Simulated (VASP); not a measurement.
# SmTa3Cl2 (P3m1) in VASP: notebook, part 2 of 2

VASP 6.6.1.

### Step 3. Single point, PBE (23.97 Å³/atom)

This run uses another cell than the first one, of 23.97 Å³/atom.

INCAR reads:

```
SYSTEM = SmTa3Cl2
  ALGO = Normal
  EDIFF = 1E-6
  ENCUT = 500
  GGA = PE
  GGA_COMPAT = .FALSE.
  ISIF = 2
  ISMEAR = 0
  LASPH = .TRUE.
  LCHARG = .FALSE.
  LMAXMIX = 6
  LREAL = .FALSE.
  LWAVE = .FALSE.
  NBANDS = 38
  NELM = 200
  PREC = Accurate
  SIGMA = 0.1
```

KPOINTS reads:

```
k-points
0
G
  6 6 6
  0 0 0
```

POSCAR reads:

```
SmTa3Cl2
1.0
    4.8430751527      0.0000000000      0.0000000000
   -2.4215375763      4.1942261146      0.0000000000
    0.0000000000      0.0000000000      7.0793923439
Sm Ta Cl
1 3 2
Direct
    0.6666666667      0.3333333333      0.9313502809
    0.0000000000      0.0000000000      0.5812795617
    0.3333333333      0.6666666667      0.4640698219
    0.6666666667      0.3333333333      0.4892093469
    0.0000000000      0.0000000000      0.9297545216
    0.3333333333      0.6666666667      0.1043364670
```

Potentials or basis: VASP PAW PBE potentials, release 64 (Sm_3, Ta_pv, Cl), 4f in core.

Run with:

```sh
> cat potpaw_PBE.64/Sm_3/POTCAR potpaw_PBE.64/Ta_pv/POTCAR potpaw_PBE.64/Cl/POTCAR > POTCAR
> mpirun -np 1 vasp_std > vasp.out
```

OUTCAR:

```text
SYSTEM = SmTa3Cl2
   EDIFF = 1E-6
   ENCUT = 500
   GGA = PE
   ISIF = 2
   ISMEAR = 0
   LASPH = .TRUE.
   LREAL = .FALSE.
   NELM = 200
   PREC = Accurate

 ion  position               nearest neighbor table
   1  0.667  0.333  0.931-   5 2.80   5 2.80   5 2.80   6 3.05   6 3.05   6 3.05   4 3.13
   2  0.000  0.000  0.581-   5 2.47   4 2.87   4 2.87   4 2.87   3 2.92   3 2.92   3 2.92
   3  0.333  0.667  0.464-   6 2.55   4 2.80   4 2.80   4 2.80   2 2.92   2 2.92   2 2.92
   4  0.667  0.333  0.489-   3 2.80   3 2.80   3 2.80   2 2.87   2 2.87   2 2.87   1 3.13
   5  0.000  0.000  0.930-   2 2.47   1 2.80   1 2.80   1 2.80
   6  0.333  0.667  0.104-   3 2.55   1 3.05   1 3.05   1 3.05

  LATTYP: Found a hexagonal cell.
 ALAT       =     4.8430751527
 C/A-ratio  =     1.4617556244

  Lattice vectors:

 A1 = (   4.8430751527,   0.0000000000,   0.0000000000)
 A2 = (  -2.4215375763,   4.1942261146,   0.0000000000)
 A3 = (   0.0000000000,   0.0000000000,   7.0793923439)

Analysis of symmetry for initial positions (statically):
=====================================================================
 Subroutine PRICEL returns:
 Original cell was already a primitive cell.

 Routine SETGRP: Setting up the symmetry group for a
 hexagonal supercell.

 Subroutine GETGRP returns: Found  6 space group operations
 (whereof  6 operations were pure point group operations)
 out of a pool of 24 trial point group operations.

The static configuration has the point symmetry C_3v.

Analysis of symmetry for dynamics (positions and initial velocities):
=====================================================================
 Subroutine PRICEL returns:
 Original cell was already a primitive cell.

 Routine SETGRP: Setting up the symmetry group for a
 hexagonal supercell.

 Subroutine GETGRP returns: Found  6 space group operations
 (whereof  6 operations were pure point group operations)
 out of a pool of 24 trial point group operations.

The dynamic configuration has the point symmetry C_3v.

 Subroutine INISYM returns: Found  6 space group operations
 (whereof  6 operations are pure point group operations),
 and found     1 'primitive' translations

----------------------------------------------------------------------------------------

                                     Primitive cell

  volume of cell :     143.8034

  direct lattice vectors                    reciprocal lattice vectors
     4.843075153  0.000000000  0.000000000     0.206480380  0.119211503  0.000000000
    -2.421537576  4.194226115  0.000000000     0.000000000  0.238423006  0.000000000
     0.000000000  0.000000000  7.079392344     0.000000000  0.000000000  0.141255061

  length of vectors
     4.843075153  4.843075153  7.079392344     0.238423006  0.238423006  0.141255061

  position of ions in fractional coordinates (direct lattice)
     0.666666667  0.333333333  0.931350281
     0.000000000  0.000000000  0.581279562
     0.333333333  0.666666667  0.464069822
     0.666666667  0.333333333  0.489209347
     0.000000000  0.000000000  0.929754522
     0.333333333  0.666666667  0.104336467

  ion indices of the primitive-cell ions
   primitive index   ion index
                 1           1
                 2           2
                 3           3
                 4           4
                 5           5
                 6           6

----------------------------------------------------------------------------------------

 KPOINTS: k-points

Automatic generation of k-mesh.
 Grid dimensions read from file:
 generate k-points for:    6    6    6

 Generating k-lattice:

  Cartesian coordinates                     Fractional coordinates (reciprocal lattice)
     0.034413397  0.019868584  0.000000000     0.166666667  0.000000000  0.000000000
     0.000000000  0.039737168  0.000000000     0.000000000  0.166666667  0.000000000
     0.000000000  0.000000000  0.023542510     0.000000000  0.000000000  0.166666667

  Length of vectors
     0.039737168  0.039737168  0.023542510

  Shift w.r.t. Gamma in fractional coordinates (k-lattice)
     0.000000000  0.000000000  0.000000000

 Subroutine IBZKPT returns following result:
 ===========================================

 Found     34 irreducible k-points:

 Following reciprocal coordinates:
            Coordinates               Weight
  0.000000  0.000000  0.000000      1.000000
  0.166667 -0.000000  0.000000      6.000000
  0.333333  0.000000  0.000000      6.000000
  0.500000  0.000000  0.000000      3.000000
  0.166667  0.166667  0.000000      6.000000
  0.333333  0.166667  0.000000     12.000000
[... 16 lines left out ...]
  0.500000  0.000000  0.333333      6.000000
  0.166667  0.166667  0.333333     12.000000
 [... further k-points ...]
   k-points           NKPTS =     34   k-points in BZ     NKDIM =     34   number of bands    NBANDS=     38
   number of dos      NEDOS =    301   number of ions     NIONS =      6
   total plane-waves  NPLWV =  69984
   dimension x,y,z NGX =    36 NGY =   36 NGZ =   54
   dimension x,y,z NGXF=    72 NGYF=   72 NGZF=  108
   ions per type =               1   3   2
   NGX,Y,Z   is equivalent  to a cutoff of  12.36, 12.36, 12.68 a.u.
   NGXF,Y,Z  is equivalent  to a cutoff of  24.72, 24.72, 25.36 a.u.
 SYSTEM =  SmTa3Cl2
   PREC   = accura    normal or accurate (medium, high low for compatibility)
   ISTART =      0    job   : 0-new  1-cont  2-samecut
   ICHARG =      2    charge: 1-file 2-atom 10-const
   ISPIN  =      1    spin polarized calculation?
   LNONCOLLINEAR =      F non collinear calculations
   LSORBIT =      F    spin-orbit coupling
   LASPH  =      T    aspherical Exc in radial PAW
   ENCUT  =  500.0 eV  36.75 Ry    6.06 a.u.   8.83  8.83 12.91*2*pi/ulx,y,z
   NELM   =    200;   NELMIN=  2; NELMDL= -5     # of ELM steps
   EDIFF  = 0.1E-05   stopping-criterion for ELM
   LREAL  =      F    real-space projection
[... 7 lines left out ...]
   TEBEG  =    0.0;   TEEND  =   0.0 temperature during run
   PSTRESS=    0.0 pullay stress
   NELECT =      58.0000    total number of electrons
   NUPDOWN=      -1.0000    fix difference up-down
   EMIN   =  10.00;   EMAX   =-10.00  energy-range for DOS
   EFERMI =   0.00;   METHOD = LEGACY
   ISMEAR =     0;   SIGMA  =   0.10  broadening in eV -4-tet -1-fermi 0-gaus
   EFERMI_NEDOS =   21; number of points for ismear=-14 and -15
   IALGO  =     38    algorithm
   IMIX   =      4    mixing-type and parameters
     AMIX     =   0.40;   BMIX     =  1.00
     AMIX_MAG =   1.60;   BMIX_MAG =  1.00
  volume/ion in A,a.u.               =      23.97       161.74
  Fermi-wavevector in a.u.,A,eV,Ry     =   1.209561  2.285739 19.905842  1.463038
  Thomas-Fermi vector in A             =   2.345135
   LORBIT       =      0    0 simple, 1 ext, 2 COOP (PROOUT), +10 PAW based schemes
   GGA     = PE    functional components
   LHFCALC =     F    Hartree Fock is set to
   AEXX    =    0.0000 exact exchange contribution
   IVDW    =     0    specifies the selected vdW correction
   LEPSILON=     F    determine dielectric tensor
   LRPA    =     F    only Hartree local field effects (RPA)
 non-spin polarized calculation
 Gauss-broadening in eV      SIGMA  =   0.10
  energy-cutoff  :      500.00
  volume of cell :      143.80
 maximum number of plane-waves:      3679
 NGX is ok and might be reduce to    36
   NGX = 17   NGY = 17   NGZ = 25

 number of electron      58.0000004 magnetization

 Free energy of the ion-electron system (eV)
  ---------------------------------------------------
  ext. energy  EPLUGINS =         0.00000000
  ---------------------------------------------------
  free energy    TOTEN  =       -45.08683801 eV

  energy without entropy =      -45.06078475  energy(sigma->0) =      -45.07381138

 E-fermi :   4.2985     XC(G=0): -10.2840

 val. band max:        4.2749169890   @ k =   0.0000   0.3333   0.3333
 cond. band min:       4.2999650111   @ k =   0.3333   0.3333   0.5000
 fundamental gap:      0.0250480221
 Fermi energy:         4.2985151798

 k-point     1 :       0.0000    0.0000    0.0000
  band No.  band energies     occupation
      1     -37.8469      2.00000
      2     -30.2183      2.00000
      3     -30.1702      2.00000
      4     -30.0962      2.00000
      5     -30.0962      2.00000
      6     -29.9727      2.00000
[... 30 lines left out ...]
     37       7.2474      0.00000
     38       7.6902      0.00000
[... 941 lines left out ...]
     37       7.2703      0.00000
     38       7.4441      0.00000

 [... further k-points ...]
[... 5 lines left out ...]
  --------------------------------------------------------------------------------------
  -------------------------------------------------------------------------------------
  Total       -2.4105092     -2.4105092     -2.4096567     -0.0000000      0.0000000      0.0000000
  in kB      -26.8565575    -26.8565575    -26.8470598     -0.0000000      0.0000000      0.0000000
  external PRESSURE =     -26.8533916 kB  Pullay stress =       0.0000000 kB

 VOLUME and BASIS-vectors are now :
 -----------------------------------------------------------------------------
  energy-cutoff  :      500.00
  volume of cell :      143.80
      direct lattice vectors                 reciprocal lattice vectors
     4.843075153  0.000000000  0.000000000     0.206480380  0.119211503  0.000000000
    -2.421537576  4.194226115  0.000000000     0.000000000  0.238423006  0.000000000
     0.000000000  0.000000000  7.079392344     0.000000000  0.000000000  0.141255061

 POSITION                                       TOTAL-FORCE (eV/Angst)
 -----------------------------------------------------------------------------------
      2.42154      1.39808      6.59339        -0.000000      0.000000      0.015675
      0.00000      0.00000      4.11511        -0.000000      0.000000     -0.013590
     -0.00000      2.79615      3.28533         0.000000      0.000000      0.002236
      2.42154      1.39808      3.46330        -0.000000      0.000000     -0.004063
      0.00000      0.00000      6.58210         0.000000     -0.000000      0.015900
     -0.00000      2.79615      0.73864         0.000000     -0.000000     -0.016159
 -----------------------------------------------------------------------------------
    total drift:                                0.000000     -0.000000     -0.000299

  FREE ENERGIE OF THE ION-ELECTRON SYSTEM (eV)
  ---------------------------------------------------
  free  energy   TOTEN  =       -45.0868380051 eV

  energy  without entropy=      -45.0607847492  energy(sigma->0) =      -45.07381138
```

Run time: 79 s. Hardware: 1 thread of Intel Xeon Platinum 8559C (Emerald Rapids), shared host; peak memory 0.34 GiB.

Results:

```yaml
Free_energy: -45.0868 eV
Pressure: -2.7 GPa
Largest_force: 0.016 eV/Å
Band_gap_on_the_k_mesh: zero (bands 29 and 30 overlap by 0.70 eV)
```

Forces in eV/Å, atoms in the order of the input:
```
Sm   0.000  0.000  0.016
Ta   0.000  0.000 -0.014
Ta   0.000  0.000  0.002
Ta   0.000  0.000 -0.004
Cl   0.000  0.000  0.016
Cl   0.000  0.000 -0.016
```

Levels at points of the mesh, in eV from the Fermi level:
| k point | band 25 | band 26 | band 27 | band 28 | band 29 | band 30 | band 31 | band 32 | band 33 | band 34 |
| --- | --- | --- | --- | --- | --- | --- | --- | --- | --- | --- |
| (0.00, 0.00, 0.00) | -1.17 | -1.01 | -1.01 | -0.53 | 0.31 | 0.31 | 0.79 | 0.79 | 1.61 | 2.14 |
| (0.50, 0.00, 0.00) | -1.69 | -1.47 | -0.85 | -0.82 | -0.52 | -0.29 | 1.32 | 1.46 | 1.79 | 2.44 |
| (0.00, 0.00, 0.50) | -1.34 | -1.02 | -1.02 | 0.36 | 0.41 | 0.41 | 0.66 | 0.66 | 1.73 | 2.16 |
| (0.50, 0.00, 0.50) | -1.49 | -1.39 | -0.88 | -0.86 | -0.49 | 0.49 | 1.18 | 1.20 | 1.54 | 1.83 |

Caveat: spin-orbit coupling is left out, which moves the levels of the heavy elements; the 4f electrons are frozen in the core, so they carry no moment and show no levels; the run has no spin polarisation, though such a crystal can be magnetic. Spin polarisation is off, so any magnetic state and its effect on volume and gap are missing.

### Step 4. Single point, PBE (20.58 Å³/atom)

This run uses another cell than the first one, of 20.58 Å³/atom.

INCAR reads:

```
PREC = Accurate
ENCUT = 500
EDIFF = 1E-6
ISMEAR = 0
SIGMA = 0.1
LREAL = F
LASPH = T
NELM = 200
ALGO = Normal
ISIF = 2
LWAVE = F
LCHARG = T
GGA = PE
LELF = T
LVHAR = T
NBANDS = 38
GGA_COMPAT = F
LMAXMIX = 6
```

KPOINTS reads:

```
Automatic mesh
0
Gamma
  6 6 6
```

POSCAR reads:

```
SmTa3Cl2
1.0
    4.8202579449      0.0000000000      0.0000000000
   -2.4101289725      4.1744658331      0.0000000000
    0.0000000000      0.0000000000      6.1352655836
Sm Ta Cl
1 3 2
Direct
    0.6666666667      0.3333333333      0.9778538001
    0.0000000000      0.0000000000      0.5604484738
    0.3333333333      0.6666666667      0.4553970647
    0.6666666667      0.3333333333      0.4912868008
    0.0000000000      0.0000000000      0.9538009107
    0.3333333333      0.6666666667      0.0612129499
```

Run with:

```sh
> cat potpaw_PBE.64/Sm_3/POTCAR potpaw_PBE.64/Ta_pv/POTCAR potpaw_PBE.64/Cl/POTCAR > POTCAR
> mpirun -np 1 vasp_std > vasp.out
```

Run time: 89 s. Hardware: 1 thread of Intel Xeon Platinum 8559C (Emerald Rapids), shared host; peak memory 0.33 GiB.

Results (log left out):

* Free energy: -44.9181 eV
* Pressure: 6.7 GPa
* Largest force: 0.018 eV/Å
* Band gap on the k mesh: zero (bands 29 and 30 overlap by 1.04 eV)

Forces on the atoms (eV/Å):
```
Sm   0.000  0.000  0.011
Ta   0.000  0.000 -0.018
Ta   0.000  0.000  0.007
Ta   0.000  0.000  0.000
Cl   0.000  0.000  0.012
Cl   0.000  0.000 -0.011
```

Levels at points of the mesh, in eV from the Fermi level:
```
           k point  band 25  band 26  band 27  band 28  band 29  band 30  band 31  band 32  band 33  band 34
(0.00, 0.00, 0.00)    -1.41    -1.01    -1.01    -0.15     0.15     0.15     0.96     0.96     1.69     1.69
(0.50, 0.00, 0.00)    -1.98    -1.97    -0.93    -0.86    -0.70    -0.69     1.84     1.97     2.36     2.65
(0.00, 0.00, 0.50)    -0.98    -0.98    -0.98     0.35     0.35     0.51     0.51     0.81     1.90     1.90
(0.50, 0.00, 0.50)    -1.48    -1.05    -0.95    -0.78    -0.69     0.53     0.73     1.85     2.05     2.33
```

Caveat: the cell stands under pressure; spin-orbit coupling is left out, which moves the levels of the heavy elements; the 4f electrons are frozen in the core, so they carry no moment and show no levels; the run has no spin polarisation, though such a crystal can be magnetic.

### Step 5. The runs side by side

```tsv
cell	gap on the mesh (eV)	pressure (GPa)	largest force (eV/Å)
a = 4.841, b = 4.841, c = 6.884 Å, angles 90.0, 90.0, 120.0°, 6 atoms, atomic positions A	none	-1.5	0.02
a = 4.843, b = 4.843, c = 7.079 Å, angles 90.0, 90.0, 120.0°, 6 atoms, atomic positions B	none	-2.7	0.02
a = 4.820, b = 4.820, c = 6.135 Å, angles 90.0, 90.0, 120.0°, 6 atoms, atomic positions C	none	6.7	0.02
```

Alike in all rows: task single point; level PBE; potentials or basis VASP PAW PBE potentials, release 64 (Sm_3, Ta_pv, Cl), 4f in core; no spin polarisation; k mesh 6 × 6 × 6; cutoff (eV) 500; smearing gaussian 0.1 eV.

Caveats: spin-orbit coupling is left out, which moves the levels of the heavy elements; the 4f electrons are frozen in the core, so they carry no moment and show no levels; the run has no spin polarisation, though such a crystal can be magnetic; the cell stands under pressure (at least some runs).

Total energies depend on the potentials used, so only differences within one code and one set of settings carry meaning.

The gap in the log of VASP goes by the Fermi energy; the results here count the filled bands.